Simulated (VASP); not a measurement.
# BaS (P-6m2) in VASP: settings compared

Aim: see how the results for BaS move with the level of theory and the settings. Levels: PBE, LDA. Tasks: single point.

Program: VASP 6.6.1. These are calculated values, not measurements. Logs are shortened: lines on timing, memory, paths and dates and some standing lists are left out, and cuts for length are marked.

## (1) The cell of the first run

The structure is hexagonal, space group P-6m2 (No. 187). Conventional cell: a = 4.368 Å, b = 4.368 Å, c = 3.966 Å, α = 90.00°, β = 90.00°, γ = 120.00°. Ba (site symmetry -6m2) has 6 S at 3.21 Å and 2 Ba at 3.97 Å within 4.2 Å. S (site symmetry -6m2) has 6 Ba at 3.21 Å and 2 S at 3.97 Å within 4.2 Å.

## (2) Single point, PBE

INCAR

```
SYSTEM = BaS
PREC = Accurate
ENCUT = 520
EDIFF = 1E-6
ISMEAR = 0
SIGMA = 0.1
LREAL = .False.
LASPH = .True.
NELM = 100
ALGO = Normal
ISIF = 2
LWAVE = .False.
LCHARG = .False.
GGA = PE
NBANDS = 15
```

KPOINTS

```
Automatic mesh
0
Gamma
  6 6 6
  0 0 0
```

POSCAR

```
BaS
1.0
    4.3676983515     -0.0000000024      0.0000000000
   -2.1838491736      3.7825377297      0.0000000000
    0.0000000000      0.0000000000      3.9656815600
Ba S
1 1
Direct
    0.0000000000      0.0000000000      0.5000000000
    0.6666666667      0.3333333333      0.0000000000
```

Potentials or basis: VASP PAW PBE potentials, release 64 (Ba_sv, S).

The run is started by

```console
$ cat potpaw_PBE.64/Ba_sv/POTCAR potpaw_PBE.64/S/POTCAR > POTCAR
$ mpirun -np 1 vasp_std > vasp.out
```

OUTCAR:

```text
SYSTEM = BaS
   PREC = Accurate
   ENCUT = 520
   EDIFF = 1E-6
   ISMEAR = 0
   LREAL = .False.
   LASPH = .True.
   NELM = 100
   ISIF = 2
   GGA = PE

 ion  position               nearest neighbor table
   1  0.000  0.000  0.500-   2 3.21   2 3.21   2 3.21   2 3.21   2 3.21   2 3.21
   2  0.667  0.333  0.000-   1 3.21   1 3.21   1 3.21   1 3.21   1 3.21   1 3.21

  LATTYP: Found a hexagonal cell.
 ALAT       =     4.3676983515
 C/A-ratio  =     0.9079568324

  Lattice vectors:

 A1 = (   4.3676983515,  -0.0000000024,   0.0000000000)
 A2 = (  -2.1838491736,   3.7825377297,   0.0000000000)
 A3 = (   0.0000000000,   0.0000000000,   3.9656815600)

Analysis of symmetry for initial positions (statically):
=====================================================================
 Subroutine PRICEL returns:
 Original cell was already a primitive cell.

 Routine SETGRP: Setting up the symmetry group for a
 hexagonal supercell.

 Subroutine GETGRP returns: Found 12 space group operations
 (whereof 12 operations were pure point group operations)
 out of a pool of 24 trial point group operations.

The static configuration has the point symmetry D_3h.

Analysis of symmetry for dynamics (positions and initial velocities):
=====================================================================
 Subroutine PRICEL returns:
 Original cell was already a primitive cell.

 Routine SETGRP: Setting up the symmetry group for a
 hexagonal supercell.

 Subroutine GETGRP returns: Found 12 space group operations
 (whereof 12 operations were pure point group operations)
 out of a pool of 24 trial point group operations.

The dynamic configuration has the point symmetry D_3h.

 Subroutine INISYM returns: Found 12 space group operations
 (whereof 12 operations are pure point group operations),
 and found     1 'primitive' translations

----------------------------------------------------------------------------------------

                                     Primitive cell

  volume of cell :      65.5170

  direct lattice vectors                    reciprocal lattice vectors
     4.367698351 -0.000000002  0.000000000     0.228953540  0.132186388  0.000000000
    -2.183849174  3.782537730  0.000000000     0.000000000  0.264372776  0.000000000
     0.000000000  0.000000000  3.965681560     0.000000000  0.000000000  0.252163464

  length of vectors
     4.367698351  4.367698351  3.965681560     0.264372776  0.264372776  0.252163464

  position of ions in fractional coordinates (direct lattice)
     0.000000000  0.000000000  0.500000000
     0.666666667  0.333333333  0.000000000

  ion indices of the primitive-cell ions
   primitive index   ion index
                 1           1
                 2           2

----------------------------------------------------------------------------------------

 KPOINTS: Automatic mesh

Automatic generation of k-mesh.
 Grid dimensions read from file:
 generate k-points for:    6    6    6

 Generating k-lattice:

  Cartesian coordinates                     Fractional coordinates (reciprocal lattice)
     0.038158923  0.022031065  0.000000000     0.166666667 -0.000000000  0.000000000
     0.000000000  0.044062129  0.000000000     0.000000000  0.166666667  0.000000000
     0.000000000  0.000000000  0.042027244     0.000000000  0.000000000  0.166666667

  Length of vectors
     0.044062129  0.044062129  0.042027244

  Shift w.r.t. Gamma in fractional coordinates (k-lattice)
     0.000000000  0.000000000  0.000000000

 Subroutine IBZKPT returns following result:
 ===========================================

 Found     28 irreducible k-points:

 Following reciprocal coordinates:
            Coordinates               Weight
  0.000000  0.000000  0.000000      1.000000
  0.166667  0.000000  0.000000      6.000000
  0.333333  0.000000  0.000000      6.000000
  0.500000  0.000000  0.000000      3.000000
  0.166667  0.166667  0.000000      6.000000
  0.333333  0.166667  0.000000     12.000000
[... 16 lines left out ...]
  0.166667  0.000000  0.500000      6.000000
  0.333333  0.000000  0.500000      6.000000
 [... further k-points ...]
   k-points           NKPTS =     28   k-points in BZ     NKDIM =     28   number of bands    NBANDS=     15
   number of dos      NEDOS =    301   number of ions     NIONS =      2
   total plane-waves  NPLWV =  30720
   dimension x,y,z NGX =    32 NGY =   32 NGZ =   30
   dimension x,y,z NGXF=    64 NGYF=   64 NGZF=   60
   ions per type =               1   1
   NGX,Y,Z   is equivalent  to a cutoff of  12.18, 12.18, 12.58 a.u.
   NGXF,Y,Z  is equivalent  to a cutoff of  24.36, 24.36, 25.15 a.u.
 SYSTEM =  BaS
   PREC   = accura    normal or accurate (medium, high low for compatibility)
   ISTART =      0    job   : 0-new  1-cont  2-samecut
   ICHARG =      2    charge: 1-file 2-atom 10-const
   ISPIN  =      1    spin polarized calculation?
   LNONCOLLINEAR =      F non collinear calculations
   LSORBIT =      F    spin-orbit coupling
   LASPH  =      T    aspherical Exc in radial PAW
   ENCUT  =  520.0 eV  38.22 Ry    6.18 a.u.   8.12  8.12  7.37*2*pi/ulx,y,z
   NELM   =    100;   NELMIN=  2; NELMDL= -5     # of ELM steps
   EDIFF  = 0.1E-05   stopping-criterion for ELM
   LREAL  =      F    real-space projection
   EDIFFG = 0.1E-04   stopping-criterion for IOM
   NSW    =      0    number of steps for IOM
   IBRION =     -1    ionic relax: 0-MD 1-quasi-New 2-CG
   NFREE  =      0    steps in history (QN), initial steepest desc. (CG)
   ISIF   =      2    stress and relaxation
   ISYM   =      2    0-nonsym 1-usesym 2-fastsym
   POTIM  = 0.5000    time-step for ionic-motion
   TEBEG  =    0.0;   TEEND  =   0.0 temperature during run
   PSTRESS=    0.0 pullay stress
   NELECT =      16.0000    total number of electrons
   NUPDOWN=      -1.0000    fix difference up-down
   EMIN   =  10.00;   EMAX   =-10.00  energy-range for DOS
   EFERMI =   0.00;   METHOD = LEGACY
   ISMEAR =     0;   SIGMA  =   0.10  broadening in eV -4-tet -1-fermi 0-gaus
   EFERMI_NEDOS =   21; number of points for ismear=-14 and -15
   IALGO  =     38    algorithm
   IMIX   =      4    mixing-type and parameters
     AMIX     =   0.40;   BMIX     =  1.00
     AMIX_MAG =   1.60;   BMIX_MAG =  1.00
  volume/ion in A,a.u.               =      32.76       221.07
  Fermi-wavevector in a.u.,A,eV,Ry     =   1.023286  1.933730 14.246846  1.047114
  Thomas-Fermi vector in A             =   2.157011
   LORBIT       =      0    0 simple, 1 ext, 2 COOP (PROOUT), +10 PAW based schemes
   GGA     = PE    functional components
   LHFCALC =     F    Hartree Fock is set to
   AEXX    =    0.0000 exact exchange contribution
   IVDW    =     0    specifies the selected vdW correction
   LEPSILON=     F    determine dielectric tensor
   LRPA    =     F    only Hartree local field effects (RPA)
 non-spin polarized calculation
 Gauss-broadening in eV      SIGMA  =   0.10
  energy-cutoff  :      520.00
  volume of cell :       65.52
 maximum number of plane-waves:      1790
   NGX = 17   NGY = 17   NGZ = 15

 number of electron      16.0000002 magnetization

 Free energy of the ion-electron system (eV)
  ---------------------------------------------------
  ext. energy  EPLUGINS =         0.00000000
  ---------------------------------------------------
  free energy    TOTEN  =        -9.91282453 eV

  energy without entropy =       -9.91282453  energy(sigma->0) =       -9.91282453

 E-fermi :   2.3132     XC(G=0):  -8.5756

 val. band max:        1.8793734723   @ k =   0.0000   0.0000   0.0000
 cond. band min:       3.8357268013   @ k =   0.0000   0.0000   0.0000
 fundamental gap:      1.9563533290
 Fermi energy:         2.3131764654

 k-point     1 :       0.0000    0.0000    0.0000
  band No.  band energies     occupation
      1     -24.8429      2.00000
      2      -9.8980      2.00000
      3      -9.8980      2.00000
      4      -9.7443      2.00000
      5      -8.8477      2.00000
      6       1.0469      2.00000
      7       1.0469      2.00000
      8       1.8794      2.00000
      9       3.8357      0.00000
     10       4.9134      0.00000
     11       7.4154      0.00000
     12       7.4154      0.00000
     13       8.3097      0.00000
     14       8.3097      0.00000
     15      10.6608      0.00000

 k-point     2 :       0.1667    0.0000    0.0000
  band No.  band energies     occupation
      1     -24.8321      2.00000
      2     -10.2458      2.00000
      3      -9.9308      2.00000
      4      -9.7231      2.00000
      5      -8.5114      2.00000
      6       0.6146      2.00000
      7       1.1502      2.00000
      8       1.7001      2.00000
      9       4.1209      0.00000
     10       5.8186      0.00000
     11       6.6906      0.00000
     12       7.5556      0.00000
     13       8.1075      0.00000
     14       8.4306      0.00000
     15      10.9042      0.00000

 k-point     3 :       0.3333    0.0000    0.0000
  band No.  band energies     occupation
      1     -24.8103      2.00000
      2     -10.6943      2.00000
      3      -9.9951      2.00000
      4      -9.6799      2.00000
      5      -8.0879      2.00000
      6       0.0643      2.00000
      7       1.3393      2.00000
      8       1.3744      2.00000
      9       4.2619      0.00000
     10       6.5123      0.00000
     11       7.4180      0.00000
     12       7.7681      0.00000
     13       8.0831      0.00000
     14       8.4216      0.00000
     15      11.2943      0.00000
[... 343 lines left out ...]
 k-point    23 :       0.1667    0.0000    0.5000
  band No.  band energies     occupation
      1     -24.7691      2.00000
      2     -10.9359      2.00000
      3      -9.9329      2.00000
      4      -9.8293      2.00000
      5      -7.8015      2.00000
      6      -0.2944      2.00000
      7       1.0219      2.00000
      8       1.0722      2.00000
      9       5.1388      0.00000
     10       6.1892      0.00000
     11       6.2286      0.00000
     12       7.1432      0.00000
     13       7.9850      0.00000
     14       9.3184      0.00000
     15      11.4790      0.00000

 k-point    24 :       0.3333    0.0000    0.5000
  band No.  band energies     occupation
      1     -24.7500      2.00000
      2     -10.6601      2.00000
      3     -10.1780      2.00000
      4      -9.8823      2.00000
      5      -8.2134      2.00000
      6       0.0912      2.00000
      7       0.7253      2.00000
      8       0.7800      2.00000
      9       5.1094      0.00000
     10       6.4192      0.00000
     11       7.4636      0.00000
     12       8.3140      0.00000
     13       9.2287      0.00000
     14      11.0458      0.00000
     15      11.6618      0.00000

 [... further k-points ...]
[... 5 lines left out ...]
  --------------------------------------------------------------------------------------
  -------------------------------------------------------------------------------------
  Total        0.2347360      0.2347360      0.4269535      0.0000000      0.0000000     -0.0000000
  in kB        5.7403252      5.7403252     10.4408866      0.0000000      0.0000000     -0.0000000
  external PRESSURE =       7.3071790 kB  Pullay stress =       0.0000000 kB

 VOLUME and BASIS-vectors are now :
 -----------------------------------------------------------------------------
  energy-cutoff  :      520.00
  volume of cell :       65.52
      direct lattice vectors                 reciprocal lattice vectors
     4.367698351 -0.000000002  0.000000000     0.228953540  0.132186388  0.000000000
    -2.183849174  3.782537730  0.000000000     0.000000000  0.264372776  0.000000000
     0.000000000  0.000000000  3.965681560     0.000000000  0.000000000  0.252163464

 POSITION                                       TOTAL-FORCE (eV/Angst)
 -----------------------------------------------------------------------------------
      0.00000      0.00000      1.98284         0.000000     -0.000000      0.000000
      2.18385      1.26085      0.00000        -0.000000      0.000000      0.000000
 -----------------------------------------------------------------------------------
    total drift:                                0.000000     -0.000000      0.000000

  FREE ENERGIE OF THE ION-ELECTRON SYSTEM (eV)
  ---------------------------------------------------
  free  energy   TOTEN  =        -9.9128245335 eV

  energy  without entropy=       -9.9128245335  energy(sigma->0) =       -9.91282453
```

Run time: 11 s. Hardware: 1 thread of Intel Xeon 6975P-C (Granite Rapids), shared host; peak memory 0.18 GiB.

What came out:

```yaml
Free_energy: -9.9128 eV
Pressure: 0.7 GPa
Band_gap_on_the_k_mesh: 1.96 eV, direct
```

Stress tensor (GPa, compression positive):
```
0.57 0.00 0.00
0.00 0.57 0.00
0.00 0.00 1.04
```

Caveat: spin-orbit coupling is left out, which moves the levels of the heavy elements.

## (3) Single point, PBE

This run uses another cell than the first one, of 39.42 Å³/atom, 1.203 times its volume.

INCAR

```
SYSTEM = BaS
PREC     = Accurate       ! precision mode
ENCUT    = 520            ! plane-wave cutoff, eV
EDIFF    = 1E-6           ! SCF threshold, eV
ISMEAR   = 0              ! smearing method
SIGMA    = 0.1            ! smearing width, eV
LREAL    = .FALSE.        ! projectors in reciprocal space
LASPH    = .TRUE.         ! aspherical terms in the spheres
NELM     = 60             ! most SCF steps
ALGO     = Normal         ! electronic algorithm
ISIF     = 2              ! what is computed and relaxed
LWAVE    = .FALSE.        ! write WAVECAR
LCHARG   = .FALSE.        ! write CHGCAR
GGA      = PE             ! functional
NBANDS   = 15             ! bands
```

KPOINTS

```
regular mesh
0
G
  6 6 6
  0 0 0
```

POSCAR

```
BaS
1.0
    5.1668286700      0.0000000000      0.0000000000
   -2.5834143300      4.4746048800      0.0000000000
    0.0000000000      0.0000000000      3.4098210200
Ba S
1 1
Direct
    0.0000000000      0.0000000000      0.5000000000
    0.6666666700      0.3333333300      0.0000000000
```

Potentials or basis: VASP PAW PBE potentials, release 64 (Ba_sv, S).

The run is started by

```console
$ cat potpaw_PBE.64/Ba_sv/POTCAR potpaw_PBE.64/S/POTCAR > POTCAR
$ mpirun -np 1 vasp_std > vasp.out
```

Run time: 21 s. Hardware: 1 thread of Intel Xeon 6975P-C (Granite Rapids), shared host; peak memory 0.2 GiB.

The run converged. Its results:

```yaml
Free_energy: -8.6368 eV
Pressure: -3.2 GPa
Band_gap_on_the_k_mesh: 0.06 eV, indirect (least direct gap 0.08 eV)
```

Stress tensor (GPa, compression positive):
```
-9.61  0.00  0.00
 0.00 -9.61  0.00
 0.00  0.00  9.54
```

Levels at points of the mesh, in eV from the valence-band top:
```
           k point  band 5  band 6  band 7  band 8  band 9  band 10  band 11  band 12
(0.00, 0.00, 0.00)  -11.91   -2.65   -2.65   -0.18    0.11     0.95     3.71     3.71
(0.50, 0.00, 0.00)  -11.54   -3.13   -2.25   -0.06    0.09     1.78     3.27     4.46
(0.00, 0.00, 0.50)  -11.12   -3.43   -2.17   -2.17    1.58     1.58     2.57     2.57
(0.50, 0.00, 0.50)  -11.29   -3.09   -2.55   -2.20    1.60     2.57     2.87     4.03
```

Caveat: spin-orbit coupling is left out, which moves the levels of the heavy elements. A k mesh can miss the band edges.

[end of part 1 of 2]
